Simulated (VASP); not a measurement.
# FeO (P4_2/mmc) in VASP: single point with LDA+U

Aim: the single point of FeO with LDA+U.

Everything below comes from runs of VASP 6.6.1. Logs are shortened: lines on timing, memory, paths and dates and some standing lists are left out, and cuts for length are marked.

## 1. The cell of the first run

It takes space group P4_2/mmc (No. 131, tetragonal). The conventional cell has a = 3.502 Å, b = 3.502 Å, c = 4.360 Å, α = 90.00°, β = 90.00°, γ = 90.00°. Within 2.7 Å of Fe (site symmetry mmm) lie 4 O at 2.06 Å. Within 2.7 Å of O (site symmetry -4m2) lie 4 Fe at 2.06 Å and 2 O at 2.18 Å.

## 2. Single point, LDA+U, collinear spin, ferromagnetic start

The input, INCAR:

```
SYSTEM = FeO
PREC = Accurate ; ENCUT = 1340
EDIFF = 1E-6 ; ISMEAR = 0
SIGMA = 0.05 ; LREAL = .FALSE.
LASPH = .TRUE. ; NELM = 200
ALGO = Normal ; ISIF = 2
LWAVE = .FALSE. ; LCHARG = .FALSE.
ISPIN = 2 ; MAGMOM = 3.62 3.62 0.17 0.17
LORBIT = 11 ; LMAXMIX = 4
LDAU = .TRUE. ; LDAUTYPE = 2
LDAUL = 2 -1 ; LDAUU = 3 0
LDAUJ = 0 0 ; LDAUPRINT = 1
NBANDS = 34 ; GGA_COMPAT = .FALSE.
```

The input, KPOINTS:

```
regular mesh
0
G
  5 5 5
  0 0 0
```

The input, POSCAR:

```
FeO
1.0
    3.5023808100      0.0000000000      0.0000000000
    0.0000000000      3.5023808100      0.0000000000
    0.0000000000      0.0000000000      4.3604723100
Fe O
2 2
Direct
    0.0000000000      0.5000000000      0.0000000000
    0.5000000000      0.0000000000      0.5000000000
    0.0000000000      0.0000000000      0.2500000000
    0.0000000000      0.0000000000      0.7500000000
```

Potentials or basis: VASP PAW LDA potentials, release 64 (Fe_sv, O_h).

Command:

```
$ cat potpaw_LDA.64/Fe_sv/POTCAR potpaw_LDA.64/O_h/POTCAR > POTCAR
$ mpirun -np 1 vasp_std > vasp.out
```

OUTCAR:

```text
SYSTEM = FeO
   PREC = Accurate
   ENCUT = 1340
   EDIFF = 1E-6
   ISMEAR = 0
   LREAL = .FALSE.
   LASPH = .TRUE.
   NELM = 200
   ISIF = 2
   ISPIN = 2
   LORBIT = 11

 ion  position               nearest neighbor table
   1  0.000  0.500  0.000-
   2  0.500  0.000  0.500-
   3  0.000  0.000  0.250-
   4  0.000  0.000  0.750-

  LATTYP: Found a simple tetragonal cell.
 ALAT       =     3.5023808100
 C/A-ratio  =     1.2450023417

  Lattice vectors:

 A1 = (   3.5023808100,   0.0000000000,   0.0000000000)
 A2 = (   0.0000000000,   3.5023808100,   0.0000000000)
 A3 = (   0.0000000000,   0.0000000000,   4.3604723100)

Analysis of symmetry for initial positions (statically):
=====================================================================
 Subroutine PRICEL returns:
 Original cell was already a primitive cell.

 Routine SETGRP: Setting up the symmetry group for a
 simple tetragonal supercell.

 Subroutine GETGRP returns: Found 16 space group operations
 (whereof  8 operations were pure point group operations)
 out of a pool of 16 trial point group operations.

The static configuration has the point symmetry D_2h.
 The point group associated with its full space group is D_4h.

Analysis of symmetry for dynamics (positions and initial velocities):
=====================================================================
 Subroutine PRICEL returns:
 Original cell was already a primitive cell.

 Routine SETGRP: Setting up the symmetry group for a
 simple tetragonal supercell.

 Subroutine GETGRP returns: Found 16 space group operations
 (whereof  8 operations were pure point group operations)
 out of a pool of 16 trial point group operations.

The dynamic configuration has the point symmetry D_2h.
 The point group associated with its full space group is D_4h.

Analysis of structural, dynamic, and magnetic symmetry:
=====================================================================
 Subroutine PRICEL returns:
 Original cell was already a primitive cell.

 Routine SETGRP: Setting up the symmetry group for a
 simple tetragonal supercell.

 Subroutine GETGRP returns: Found 16 space group operations
 (whereof  8 operations were pure point group operations)
 out of a pool of 16 trial point group operations.

The overall configuration has the point symmetry D_2h.
 The point group associated with its full space group is D_4h.

 Subroutine INISYM returns: Found 16 space group operations
 (whereof  8 operations are pure point group operations),
 and found     1 'primitive' translations

----------------------------------------------------------------------------------------

                                     Primitive cell

  volume of cell :      53.4885

  direct lattice vectors                    reciprocal lattice vectors
     3.502380810  0.000000000  0.000000000     0.285520066  0.000000000  0.000000000
     0.000000000  3.502380810  0.000000000     0.000000000  0.285520066  0.000000000
     0.000000000  0.000000000  4.360472310     0.000000000  0.000000000  0.229332955

  length of vectors
[... 145 lines left out ...]
  o =  0.0467  v =  0.0000  0.0000  0.0000  0.0000  0.0000  0.0000  0.0000 -0.9873 -0.0000 -0.1588      0.0000  0.0000  0.0000  0.0000  0.0000  0.0000  0.0000  0.0000  0.0000  0.0000
  o =  0.1734  v =  0.0000  0.0000  0.0000  0.0000  0.0000  0.0000 -1.0000  0.0000 -0.0000 -0.0000      0.0000  0.0000  0.0000  0.0000  0.0000  0.0000  0.0000  0.0000  0.0000  0.0000
  o =  0.3047  v =  0.0000  0.0000  0.0000  0.0000  0.0000  0.0000 -0.0000 -0.1588 -0.0000  0.9873      0.0000  0.0000  0.0000  0.0000  0.0000  0.0000  0.0000  0.0000  0.0000  0.0000
  o =  0.4176  v =  0.0000  0.0000  0.0000  0.0000  0.0000  0.0000  0.0000  0.0000 -1.0000  0.0000      0.0000  0.0000  0.0000  0.0000  0.0000  0.0000  0.0000  0.0000  0.0000  0.0000
  o =  0.8543  v =  0.0000  0.0000 -0.0585  0.0000  0.9983  0.0000  0.0000  0.0000  0.0000  0.0000      0.0000  0.0000  0.0000  0.0000  0.0000  0.0000  0.0000  0.0000  0.0000  0.0000
  o =  0.8928  v =  0.0000  0.0000  0.0000 -1.0000 -0.0000  0.0000  0.0000  0.0000  0.0000  0.0000      0.0000  0.0000  0.0000  0.0000  0.0000  0.0000  0.0000  0.0000  0.0000  0.0000
  o =  0.8982  v =  0.0000  0.0000 -0.9983  0.0000 -0.0585  0.0000  0.0000  0.0000  0.0000  0.0000      0.0000  0.0000  0.0000  0.0000  0.0000  0.0000  0.0000  0.0000  0.0000  0.0000
  o =  0.9038  v =  1.0000  0.0000  0.0000  0.0000  0.0000  0.0000  0.0000  0.0000  0.0000  0.0000      0.0000  0.0000  0.0000  0.0000  0.0000  0.0000  0.0000  0.0000  0.0000  0.0000
  o =  0.9233  v =  0.0000  1.0000  0.0000  0.0000 -0.0000  0.0000  0.0000  0.0000  0.0000  0.0000      0.0000  0.0000  0.0000  0.0000  0.0000  0.0000  0.0000  0.0000  0.0000  0.0000

atom =   2  type =  1  l = 2

 onsite density matrix

spin component  1

  0.9038  0.0000  0.0000  0.0000 -0.0000
  0.0000  0.8928  0.0000  0.0000  0.0000
  0.0000  0.0000  0.8981  0.0000 -0.0026
  0.0000  0.0000  0.0000  0.9233  0.0000
 -0.0000  0.0000 -0.0026  0.0000  0.8545

spin component  2

  0.0455  0.0000 -0.0000  0.0000 -0.0000
  0.0000  0.4176  0.0000  0.0000  0.0000
 -0.0000  0.0000  0.0532  0.0000  0.0404
  0.0000  0.0000  0.0000  0.1734  0.0000
 -0.0000  0.0000  0.0404  0.0000  0.2982

 occupancies and eigenvectors

  o =  0.0455  v =  0.0000  0.0000  0.0000  0.0000  0.0000  1.0000  0.0000  0.0000  0.0000  0.0000      0.0000  0.0000  0.0000  0.0000  0.0000  0.0000  0.0000  0.0000  0.0000  0.0000
  o =  0.0467  v =  0.0000  0.0000  0.0000  0.0000  0.0000  0.0000 -0.0000  0.9873  0.0000 -0.1588      0.0000  0.0000  0.0000  0.0000  0.0000  0.0000  0.0000  0.0000  0.0000  0.0000
  o =  0.1734  v =  0.0000  0.0000  0.0000  0.0000  0.0000  0.0000  0.0000  0.0000 -1.0000  0.0000      0.0000  0.0000  0.0000  0.0000  0.0000  0.0000  0.0000  0.0000  0.0000  0.0000
  o =  0.3047  v =  0.0000  0.0000  0.0000  0.0000  0.0000  0.0000 -0.0000  0.1588  0.0000  0.9873      0.0000  0.0000  0.0000  0.0000  0.0000  0.0000  0.0000  0.0000  0.0000  0.0000
  o =  0.4176  v =  0.0000  0.0000  0.0000  0.0000  0.0000  0.0000 -1.0000 -0.0000  0.0000 -0.0000      0.0000  0.0000  0.0000  0.0000  0.0000  0.0000  0.0000  0.0000  0.0000  0.0000
  o =  0.8543  v =  0.0000  0.0000  0.0585 -0.0000  0.9983  0.0000  0.0000  0.0000  0.0000  0.0000      0.0000  0.0000  0.0000  0.0000  0.0000  0.0000  0.0000  0.0000  0.0000  0.0000
  o =  0.8928  v =  0.0000 -1.0000  0.0000 -0.0000  0.0000  0.0000  0.0000  0.0000  0.0000  0.0000      0.0000  0.0000  0.0000  0.0000  0.0000  0.0000  0.0000  0.0000  0.0000  0.0000
  o =  0.8982  v =  0.0000  0.0000  0.9983  0.0000 -0.0585  0.0000  0.0000  0.0000  0.0000  0.0000      0.0000  0.0000  0.0000  0.0000  0.0000  0.0000  0.0000  0.0000  0.0000  0.0000
  o =  0.9038  v =  1.0000  0.0000  0.0000  0.0000  0.0000  0.0000  0.0000  0.0000  0.0000  0.0000      0.0000  0.0000  0.0000  0.0000  0.0000  0.0000  0.0000  0.0000  0.0000  0.0000
  o =  0.9233  v =  0.0000  0.0000 -0.0000 -1.0000 -0.0000  0.0000  0.0000  0.0000  0.0000  0.0000      0.0000  0.0000  0.0000  0.0000  0.0000  0.0000  0.0000  0.0000  0.0000  0.0000

 number of electron      44.0000004 magnetization       7.5569716

 Free energy of the ion-electron system (eV)
  ---------------------------------------------------
  ext. energy  EPLUGINS =         0.00000000
  ---------------------------------------------------
  free energy    TOTEN  =       -26.85171927 eV

  energy without entropy =      -26.84884755  energy(sigma->0) =      -26.85028341

 E-fermi :   6.2723     XC(G=0): -11.2302

 val. band max:        6.2678248742   @ k =   0.0000   0.0000   0.0000
 cond. band min:       6.2750486371   @ k =   0.4000   0.4000   0.2000
 fundamental gap:      0.0072237629
 Fermi energy:         6.2723030580

 spin component 1

 k-point     1 :       0.0000    0.0000    0.0000
  band No.  band energies     occupation
      1     -83.0032      1.00000
      2     -83.0010      1.00000
      3     -49.7869      1.00000
      4     -49.7869      1.00000
      5     -49.5121      1.00000
      6     -49.4949      1.00000
[... 655 lines left out ...]
     33      20.4726      0.00000
     34      20.7934      0.00000
 Fermi energy:         6.2723030580

 spin component 2

 k-point     1 :       0.0000    0.0000    0.0000
  band No.  band energies     occupation
      1     -79.0965      1.00000
      2     -79.0938      1.00000
      3     -45.7968      1.00000
      4     -45.7968      1.00000
      5     -45.7748      1.00000
      6     -45.7748      1.00000
[... 655 lines left out ...]
     33      21.1752      0.00000
     34      21.4855      0.00000

------------------------ aborting loop because EDIFF is reached ----------------------------------------

  FORCE on cell =-STRESS in cart. coord.  units (eV):
  Direction    XX          YY          ZZ          XY          YZ          ZX
  --------------------------------------------------------------------------------------
  -------------------------------------------------------------------------------------
  Total       -9.5475642     -9.5475642      5.2826754      0.0000000      0.0000000      0.0000000
  in kB     -285.9847723   -285.9847723    158.2356173      0.0000000      0.0000000      0.0000000
  external PRESSURE =    -137.9113091 kB  Pullay stress =       0.0000000 kB

 VOLUME and BASIS-vectors are now :
 -----------------------------------------------------------------------------
  energy-cutoff  :     1340.00
  volume of cell :       53.49
      direct lattice vectors                 reciprocal lattice vectors
     3.502380810  0.000000000  0.000000000     0.285520066  0.000000000  0.000000000
     0.000000000  3.502380810  0.000000000     0.000000000  0.285520066  0.000000000
     0.000000000  0.000000000  4.360472310     0.000000000  0.000000000  0.229332955

 POSITION                                       TOTAL-FORCE (eV/Angst)
 -----------------------------------------------------------------------------------
      0.00000      1.75119      0.00000         0.000000      0.000000     -0.000000
      1.75119      0.00000      2.18024         0.000000      0.000000     -0.000000
      0.00000      0.00000      1.09012         0.000000      0.000000      0.000000
      0.00000      0.00000      3.27035        -0.000000     -0.000000     -0.000000
 -----------------------------------------------------------------------------------
    total drift:                                0.000000      0.000000     -0.000000

  FREE ENERGIE OF THE ION-ELECTRON SYSTEM (eV)
  ---------------------------------------------------
  free  energy   TOTEN  =       -26.8517192706 eV

  energy  without entropy=      -26.8488475470  energy(sigma->0) =      -26.85028341

 total charge

# of ion       s       p       d       tot
------------------------------------------
    1        2.128   5.998   5.437  13.563
    2        2.128   5.998   5.437  13.563
    3        1.048   2.278   0.000   3.326
    4        1.048   2.278   0.000   3.326
--------------------------------------------------
tot          6.351  16.553  10.874  33.778

 magnetization (x)

# of ion       s       p       d       tot
------------------------------------------
    1        0.017   0.007   3.475   3.499
    2        0.017   0.007   3.475   3.499
    3        0.017   0.093   0.000   0.110
    4        0.017   0.093   0.000   0.110
--------------------------------------------------
tot          0.067   0.200   6.950   7.217
```

It took 3.3 min on 1 thread of AMD EPYC 9R45 (Zen 5), shared host; peak memory 0.34 GiB.

Results:

```yaml
Free_energy: -26.8517 eV
Pressure: -13.8 GPa
Net_moment: 7.56 μB per cell
Site_moments: Fe +3.50; O +0.11 μB
Valence_electrons_inside_the_program's_atomic_spheres: Fe 13.56; O 3.33
```

Eigenvalues of the final occupation matrices:
```csv
site,spin,trace,eigenvalues
site 1 d,1,4.47,0.85 0.89 0.90 0.90 0.92
site 1 d,2,0.99,0.05 0.05 0.17 0.30 0.42
site 2 d,1,4.47,0.85 0.89 0.90 0.90 0.92
site 2 d,2,0.99,0.05 0.05 0.17 0.30 0.42
```

Caveat: the stress differs along the axes, from -29 to 16 GPa; the run started ferromagnetic, and an antiferromagnetic order may lie lower in energy. The state reached can hang on the start; a lower one may exist.
